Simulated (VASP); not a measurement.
A run of VASP 6.6.1:

File POSCAR:

```
NbH2
1.0
    0.0000000000      2.2734030814      2.2734030814
    2.2734030814      0.0000000000      2.2734030814
    2.2734030814      2.2734030814      0.0000000000
Nb H
1 2
Direct
    0.0000000000      0.0000000000      0.0000000000
    0.2500000000      0.2500000000      0.2500000000
    0.7500000000      0.7500000000      0.7500000000
```

Contents of INCAR.step1:

```
SYSTEM = NbH2
ALGO = Normal
EDIFF = 1E-4
ENCUT = 520
GGA = PE
ISMEAR = 0
LASPH = .True.
LCHARG = .False.
LREAL = .False.
LWAVE = .True.
NBANDS = 14
NELM = 100
PREC = Accurate
SIGMA = 0.1
```

The input INCAR.step2:

```
SYSTEM = NbH2
ALGO = Normal
EDIFF = 1E-6
ENCUT = 520
ISIF = 2
ISMEAR = 0
ISTART = 1
LASPH = .True.
LCHARG = .False.
LMIXTAU = .True.
LREAL = .False.
LWAVE = .False.
METAGGA = R2SCAN
NBANDS = 14
NELM = 100
PREC = Accurate
SIGMA = 0.1
```

The input KPOINTS:

```
k-points
0
Gamma
  16 16 16
  0 0 0
```

Potentials or basis: VASP PAW PBE potentials, release 64 (Nb_sv, H).

The run is started by

```console
$ cat potpaw_PBE.64/Nb_sv/POTCAR potpaw_PBE.64/H/POTCAR > POTCAR
$ cp INCAR.step1 INCAR
$ mpirun -np 1 vasp_std > vasp.out
$ cp INCAR.step2 INCAR
$ mpirun -np 1 vasp_std > vasp.out
```

Hardware: 1 thread of Intel(R) Xeon(R) 6975P-C (Granite Rapids), on a shared host.

Q: Estimate the wall time of this run.

A: It took 48 s on 1 thread of Intel(R) Xeon(R) 6975P-C (Granite Rapids) (shared host), peak memory 0.17 GiB. Counts: k points 145.
